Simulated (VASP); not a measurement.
# WS2 in VASP: a series of runs, part 2 of 2

VASP 6.6.1. Earlier steps stand in the parts before.

## Step 4: Single point, LDA

This run uses another cell than the first one.

The input, INCAR:

```
PREC = Accurate
ENCUT = 520
EDIFF = 1E-7
ISMEAR = -1
SIGMA = 0.05
LREAL = False
LASPH = True
NELM = 80
ALGO = Normal
ISIF = 2
LWAVE = False
LCHARG = False
NBANDS = 64
```

The input, KPOINTS:

```
regular mesh
0
Gamma
  10 10 1
```

The input, POSCAR:

```
WS2
1.0
    3.1260351886      0.0000000000      0.0000000000
   -1.5630175943      2.7072258865      0.0000000000
    0.0000000000      0.0000000000     33.3548582148
W S
4 8
Direct
    0.3333333333      0.6666666667      0.5909347635
    0.3333333333      0.6666666667      0.2266705149
    0.6666666667      0.3333333333      0.7733294851
    0.6666666667      0.3333333333      0.4090652365
    0.3333333333      0.6666666667      0.8200909987
    0.3333333333      0.6666666667      0.4559007420
    0.6666666667      0.3333333333      0.6377706551
    0.6666666667      0.3333333333      0.2735112237
    0.3333333333      0.6666666667      0.7264887763
    0.3333333333      0.6666666667      0.3622293449
    0.6666666667      0.3333333333      0.5440992580
    0.6666666667      0.3333333333      0.1799090013
```

Potentials or basis: VASP PAW LDA potentials, release 64 (W_sv, S).

The run is started by

```sh
$ cat potpaw_LDA.64/W_sv/POTCAR potpaw_LDA.64/S/POTCAR > POTCAR
$ mpirun -np 1 vasp_std > vasp.out
```

Run time: 3.8 min. Hardware: 1 thread of Intel Xeon 6975P-C (Granite Rapids), shared host; peak memory 0.39 GiB.

The run converged. Its results:

```yaml
Free_energy: -104.9398 eV
Largest_force: 0.055 eV/Å
Band_gap_on_the_k_mesh: 1.07 eV (least direct gap 2.25 eV)
```

Forces in eV/Å, atoms in the order of the input:
```
W    0.000  0.000  0.003
W    0.000  0.000  0.000
W    0.000  0.000  0.000
W    0.000  0.000 -0.003
S    0.000  0.000  0.054
S    0.000  0.000  0.046
S    0.000  0.000  0.052
S    0.000  0.000  0.055
S    0.000  0.000 -0.055
S    0.000  0.000 -0.052
S    0.000  0.000 -0.046
S    0.000  0.000 -0.054
```

Levels at points of the mesh, in eV from the valence-band top:
| k point | band 50 | band 51 | band 52 | band 53 | band 54 | band 55 |
| --- | --- | --- | --- | --- | --- | --- |
| (0.00, 0.00, 0.00) | -0.61 | -0.23 | 0.00 | 2.39 | 2.39 | 2.39 |
| (0.50, 0.00, 0.00) | -1.61 | -1.55 | -1.52 | 2.41 | 2.42 | 2.44 |

Caveat: there is no dipole correction, which matters where the two faces differ; spin-orbit coupling is left out, which moves the levels of the heavy elements.

## Step 5: Single point, PBE+D4

This run uses another cell than the first one.

The input, INCAR:

```
ALGO = Normal ; EDIFF = 1E-7
ENCUT = 520 ; GGA = PE
ISIF = 2 ; ISMEAR = -1
IVDW = 13 ; LASPH = True
LCHARG = False ; LREAL = False
LWAVE = False ; NBANDS = 64
NELM = 60 ; PREC = Accurate
SIGMA = 0.05
```

The input, KPOINTS:

```
k-points
0
Gamma
  10 10 1
```

The input, POSCAR:

```
WS2
1.0
    3.1562235423      0.0000000000      0.0000000000
   -1.5781117712      2.7333697677      0.0000000000
    0.0000000000      0.0000000000     33.2978445753
W S
4 8
Direct
    0.3333333333      0.6666666667      0.5915681690
    0.3333333333      0.6666666667      0.2253085548
    0.6666666667      0.3333333333      0.7746914452
    0.6666666667      0.3333333333      0.4084318310
    0.3333333333      0.6666666667      0.8220322122
    0.3333333333      0.6666666667      0.4557296661
    0.6666666667      0.3333333333      0.6388645730
    0.6666666667      0.3333333333      0.2725991713
    0.3333333333      0.6666666667      0.7274008287
    0.3333333333      0.6666666667      0.3611354270
    0.6666666667      0.3333333333      0.5442703339
    0.6666666667      0.3333333333      0.1779677878
```

Potentials or basis: VASP PAW PBE potentials, release 64 (W_sv, S).

The run is started by

```sh
$ cat potpaw_PBE.64/W_sv/POTCAR potpaw_PBE.64/S/POTCAR > POTCAR
$ mpirun -np 1 vasp_std > vasp.out
```

OUTCAR:

```text
EDIFF = 1E-7
   ENCUT = 520
   GGA = PE
   ISIF = 2
   ISMEAR = -1
   IVDW = 13
   LASPH = True
   LREAL = False
   NELM = 60
   PREC = Accurate

 ion  position               nearest neighbor table
   1  0.333  0.667  0.592-   7 2.41   7 2.41   7 2.41  11 2.41  11 2.41  11 2.41
   2  0.333  0.667  0.225-   8 2.41   8 2.41   8 2.41  12 2.41  12 2.41  12 2.41
   3  0.667  0.333  0.775-   9 2.41   9 2.41   9 2.41   5 2.41   5 2.41   5 2.41
   4  0.667  0.333  0.408-  10 2.41  10 2.41  10 2.41   6 2.41   6 2.41   6 2.41
   5  0.333  0.667  0.822-   3 2.41   3 2.41   3 2.41
   6  0.333  0.667  0.456-   4 2.41   4 2.41   4 2.41
   7  0.667  0.333  0.639-   1 2.41   1 2.41   1 2.41
   8  0.667  0.333  0.273-   2 2.41   2 2.41   2 2.41
   9  0.333  0.667  0.727-   3 2.41   3 2.41   3 2.41
  10  0.333  0.667  0.361-   4 2.41   4 2.41   4 2.41
  11  0.667  0.333  0.544-   1 2.41   1 2.41   1 2.41
  12  0.667  0.333  0.178-   2 2.41   2 2.41   2 2.41

  LATTYP: Found a hexagonal cell.
 ALAT       =     3.1562235423
 C/A-ratio  =    10.5499005787

[... 203 lines left out ...]
      6     -34.6416      2.00000
[... 927 lines left out ...]
     63       7.5921      0.00000
     64       7.6154      0.00000

------------------------ aborting loop because EDIFF is reached ----------------------------------------

  DFT-D4 for vdW energy calculation

  Edisp (eV):   -5.06533

  FORCE on cell =-STRESS in cart. coord.  units (eV):
  Direction    XX          YY          ZZ          XY          YZ          ZX
  --------------------------------------------------------------------------------------
  -------------------------------------------------------------------------------------
  Total      -0.04912    -0.04912    -0.09131     0.00000     0.00000     0.00000
  in kB      -0.27397    -0.27397    -0.50925     0.00000     0.00000     0.00000
  external pressure =       -0.35 kB  Pullay stress =        0.00 kB

 VOLUME and BASIS-vectors are now :
 -----------------------------------------------------------------------------
  energy-cutoff  :      520.00
  volume of cell :      287.26
      direct lattice vectors                 reciprocal lattice vectors
     3.156223542  0.000000000  0.000000000     0.316834339  0.182924391  0.000000000
    -1.578111771  2.733369768  0.000000000     0.000000000  0.365848782  0.000000000
     0.000000000  0.000000000 33.297844575     0.000000000  0.000000000  0.030031974

 POSITION                                       TOTAL-FORCE (eV/Angst)
 -----------------------------------------------------------------------------------
     -0.00000      1.82225     19.69794        -0.000000      0.000000      0.000041
     -0.00000      1.82225      7.50229        -0.000000      0.000000     -0.007222
      1.57811      0.91112     25.79556         0.000000      0.000000      0.007222
      1.57811      0.91112     13.59990         0.000000      0.000000     -0.000041
     -0.00000      1.82225     27.37190         0.000000     -0.000000     -0.001438
     -0.00000      1.82225     15.17482         0.000000     -0.000000     -0.010536
      1.57811      0.91112     21.27281        -0.000000     -0.000000     -0.009856
      1.57811      0.91112      9.07696        -0.000000      0.000000     -0.011697
     -0.00000      1.82225     24.22088         0.000000     -0.000000      0.011697
     -0.00000      1.82225     12.02503        -0.000000      0.000000      0.009856
      1.57811      0.91112     18.12303        -0.000000      0.000000      0.010536
      1.57811      0.91112      5.92594        -0.000000      0.000000      0.001438
 -----------------------------------------------------------------------------------
    total drift:                                0.000000     -0.000000     -0.000000

  FREE ENERGIE OF THE ION-ELECTRON SYSTEM (eV)
  ---------------------------------------------------
  free  energy   TOTEN  =       -99.5357081494 eV

  energy  without entropy=      -99.5357073041  energy(sigma->0) =      -99.53570773
```

It took 3.7 min on 1 thread of Intel Xeon 6975P-C (Granite Rapids), shared host; peak memory 0.48 GiB.

Results:

```yaml
Free_energy: -99.5357 eV
Largest_force: 0.012 eV/Å
Band_gap_on_the_k_mesh: 1.15 eV (least direct gap 2.18 eV)
Dispersion_energy_per_atom: -0.422 eV
```

Forces on the atoms (eV/Å):
```
W    0.000  0.000  0.000
W    0.000  0.000 -0.007
W    0.000  0.000  0.007
W    0.000  0.000  0.000
S    0.000  0.000 -0.001
S    0.000  0.000 -0.011
S    0.000  0.000 -0.010
S    0.000  0.000 -0.012
S    0.000  0.000  0.012
S    0.000  0.000  0.010
S    0.000  0.000  0.011
S    0.000  0.000  0.001
```

Levels at points of the mesh, in eV from the valence-band top:
| k point | band 50 | band 51 | band 52 | band 53 | band 54 | band 55 |
| --- | --- | --- | --- | --- | --- | --- |
| (0.00, 0.00, 0.00) | -0.57 | -0.21 | 0.00 | 2.33 | 2.34 | 2.34 |
| (0.50, 0.00, 0.00) | -1.58 | -1.52 | -1.49 | 2.37 | 2.38 | 2.40 |

Caveat: there is no dipole correction, which matters where the two faces differ; spin-orbit coupling is left out, which moves the levels of the heavy elements.

## Step 6: Single point, PBEsol

This run uses another cell than the first one.

The input, INCAR:

```
SYSTEM = WS2
ALGO = Normal
EDIFF = 1E-7
ENCUT = 520
GGA = PS
ISIF = 2
ISMEAR = -1
LASPH = .TRUE.
LCHARG = .TRUE.
LELF = .TRUE.
LREAL = .FALSE.
LVHAR = .TRUE.
LWAVE = .FALSE.
NBANDS = 64
NELM = 80
PREC = Accurate
SIGMA = 0.05
```

The input, KPOINTS:

```
k-points
0
G
  10 10 1
  0 0 0
```

The input, POSCAR:

```
WS2
1.0
    3.1831225544      0.0000000000      0.0000000000
   -1.5915612772      2.7566649955      0.0000000000
    0.0000000000      0.0000000000     35.1805582101
W S
4 8
Direct
    0.3333333333      0.6666666667      0.5923166100
    0.3333333333      0.6666666667      0.2234000000
    0.6666666667      0.3333333333      0.7766000000
    0.6666666667      0.3333333333      0.4076833900
    0.3333333333      0.6666666667      0.8211496400
    0.3333333333      0.6666666667      0.4520236900
    0.6666666667      0.3333333333      0.6366210700
    0.6666666667      0.3333333333      0.2677418400
    0.3333333333      0.6666666667      0.7322581600
    0.3333333333      0.6666666667      0.3633789300
    0.6666666667      0.3333333333      0.5479763100
    0.6666666667      0.3333333333      0.1788503600
```

Potentials or basis: VASP PAW PBE potentials, release 64 (W_sv, S).

The run is started by

```sh
$ cat potpaw_PBE.64/W_sv/POTCAR potpaw_PBE.64/S/POTCAR > POTCAR
$ mpirun -np 1 vasp_std > vasp.out
```

OUTCAR:

```text
SYSTEM = WS2
   EDIFF = 1E-7
   ENCUT = 520
   GGA = PS
   ISIF = 2
   ISMEAR = -1
   LASPH = .TRUE.
   LREAL = .FALSE.
   NELM = 80
   PREC = Accurate

 ion  position               nearest neighbor table
   1  0.333  0.667  0.592-   7 2.41   7 2.41   7 2.41  11 2.41  11 2.41  11 2.41
   2  0.333  0.667  0.223-   8 2.41   8 2.41   8 2.41  12 2.42  12 2.42  12 2.42
   3  0.667  0.333  0.777-   9 2.41   9 2.41   9 2.41   5 2.42   5 2.42   5 2.42
   4  0.667  0.333  0.408-  10 2.41  10 2.41  10 2.41   6 2.41   6 2.41   6 2.41
   5  0.333  0.667  0.821-   3 2.42   3 2.42   3 2.42
   6  0.333  0.667  0.452-   4 2.41   4 2.41   4 2.41
   7  0.667  0.333  0.637-   1 2.41   1 2.41   1 2.41
   8  0.667  0.333  0.268-   2 2.41   2 2.41   2 2.41
   9  0.333  0.667  0.732-   3 2.41   3 2.41   3 2.41
  10  0.333  0.667  0.363-   4 2.41   4 2.41   4 2.41
  11  0.667  0.333  0.548-   1 2.41   1 2.41   1 2.41
  12  0.667  0.333  0.179-   2 2.42   2 2.42   2 2.42

  LATTYP: Found a hexagonal cell.
 ALAT       =     3.1831225544
[... 204 lines left out ...]
      5     -35.3407      2.00000
      6     -35.3407      2.00000
[... 927 lines left out ...]
     63       6.8009      0.00000
     64       6.8416      0.00000

------------------------ aborting loop because EDIFF is reached ----------------------------------------

  FORCE on cell =-STRESS in cart. coord.  units (eV):
  Direction    XX          YY          ZZ          XY          YZ          ZX
  --------------------------------------------------------------------------------------
  -------------------------------------------------------------------------------------
  Total       -5.1480878     -5.1480878     -1.9621170     -0.0000000      0.0000000      0.0000000
  in kB      -26.7187693    -26.7187693    -10.1834612     -0.0000000      0.0000000      0.0000000
  external PRESSURE =     -21.2069999 kB  Pullay stress =       0.0000000 kB

 VOLUME and BASIS-vectors are now :
 -----------------------------------------------------------------------------
  energy-cutoff  :      520.00
  volume of cell :      308.70
      direct lattice vectors                 reciprocal lattice vectors
     3.183122554  0.000000000  0.000000000     0.314156927  0.181378586  0.000000000
    -1.591561277  2.756664995  0.000000000     0.000000000  0.362757173  0.000000000
     0.000000000  0.000000000 35.180558210     0.000000000  0.000000000  0.028424791

 POSITION                                       TOTAL-FORCE (eV/Angst)
 -----------------------------------------------------------------------------------
     -0.00000      1.83778     20.83803        -0.000000      0.000000     -0.020602
     -0.00000      1.83778      7.85934         0.000000     -0.000000     -0.128253
      1.59156      0.91889     27.32122        -0.000000      0.000000      0.128253
      1.59156      0.91889     14.34253         0.000000      0.000000      0.020602
     -0.00000      1.83778     28.88850         0.000000     -0.000000     -0.243114
     -0.00000      1.83778     15.90245        -0.000000     -0.000000     -0.081581
      1.59156      0.91889     22.39668         0.000000      0.000000     -0.061372
      1.59156      0.91889      9.41931         0.000000     -0.000000     -0.098144
     -0.00000      1.83778     25.76125        -0.000000      0.000000      0.098144
     -0.00000      1.83778     12.78387        -0.000000      0.000000      0.061372
      1.59156      0.91889     19.27811         0.000000      0.000000      0.081581
      1.59156      0.91889      6.29206        -0.000000      0.000000      0.243114
 -----------------------------------------------------------------------------------
    total drift:                                0.000000     -0.000000      0.000000

  FREE ENERGIE OF THE ION-ELECTRON SYSTEM (eV)
  ---------------------------------------------------
  free  energy   TOTEN  =      -101.0188180326 eV

  energy  without entropy=     -101.0188179273  energy(sigma->0) =     -101.01881798
```

stdout:

```text
POSCAR found type information on POSCAR W S
 POSCAR found :  2 types and      12 ions
 scaLAPACK will be used
 -----------------------------------------------------------------------------
|                                                                             |
|                                                                             |
|     You enforced a specific xc type in the INCAR file but a different       |
|     I HOPE YOU KNOW WHAT YOU ARE DOING!                                     |
|                                                                             |
 -----------------------------------------------------------------------------

 LDA part: xc-table for (Slater+PW92), standard interpolation
 POSCAR, INCAR and KPOINTS ok, starting setup
 FFT: planning ... GRIDC
 FFT: planning ... GRID_SOFT
 FFT: planning ... GRID
 WAVECAR not read
 entering main loop
```

It took 4.8 min on 1 thread of Intel Xeon 6975P-C (Granite Rapids), shared host; peak memory 0.49 GiB.

What came out:

* Free energy: -101.0188 eV
* Largest force: 0.243 eV/Å
* Band gap on the k mesh: 1.40 eV (least direct gap 2.10 eV)

Forces on the atoms (eV/Å):
```
W    0.000  0.000 -0.021
W    0.000  0.000 -0.128
W    0.000  0.000  0.128
W    0.000  0.000  0.021
S    0.000  0.000 -0.243
S    0.000  0.000 -0.082
S    0.000  0.000 -0.061
S    0.000  0.000 -0.098
S    0.000  0.000  0.098
S    0.000  0.000  0.061
S    0.000  0.000  0.082
S    0.000  0.000  0.243
```

Caveat: there is no dipole correction, which matters where the two faces differ; the PAW data sets were made with another functional, which shifts forces and pressure a little; spin-orbit coupling is left out, which moves the levels of the heavy elements.

## Step 7: Overview

| level | potentials or basis | cell | gap on the mesh (eV) | largest force (eV/Å) |
| --- | --- | --- | --- | --- |
| PBEsol+D3(BJ) | VASP PAW PBE potentials, release 64 (W_sv, S) | a = 3.116, b = 3.116, c = 32.627 Å, angles 90.0, 90.0, 120.0°, 12 atoms, atomic positions A | 0.91 | 0.03 |
| PBEsol+D4 | VASP PAW PBE potentials, release 64 (W_sv, S) | a = 3.127, b = 3.127, c = 32.806 Å, angles 90.0, 90.0, 120.0°, 12 atoms, atomic positions B | 1.03 | 0.02 |
| LDA | VASP PAW LDA potentials, release 64 (W_sv, S) | a = 3.126, b = 3.126, c = 33.355 Å, angles 90.0, 90.0, 120.0°, 12 atoms, atomic positions C | 1.07 | 0.06 |
| PBE+D4 | VASP PAW PBE potentials, release 64 (W_sv, S) | a = 3.156, b = 3.156, c = 33.298 Å, angles 90.0, 90.0, 120.0°, 12 atoms, atomic positions D | 1.15 | 0.01 |
| PBEsol | VASP PAW PBE potentials, release 64 (W_sv, S) | a = 3.183, b = 3.183, c = 35.181 Å, angles 90.0, 90.0, 120.0°, 12 atoms, atomic positions E | 1.40 | 0.24 |

Alike in all rows: task single point; no spin polarisation; k mesh 10 × 10 × 1; cutoff (eV) 520; smearing fermi-dirac 0.05 eV.

Caveats: there is no dipole correction, which matters where the two faces differ; spin-orbit coupling is left out, which moves the levels of the heavy elements; the PAW data sets were made with another functional, which shifts forces and pressure a little (at least some runs).

Total energies depend on the potentials used, so only differences within one code and one set of settings carry meaning.
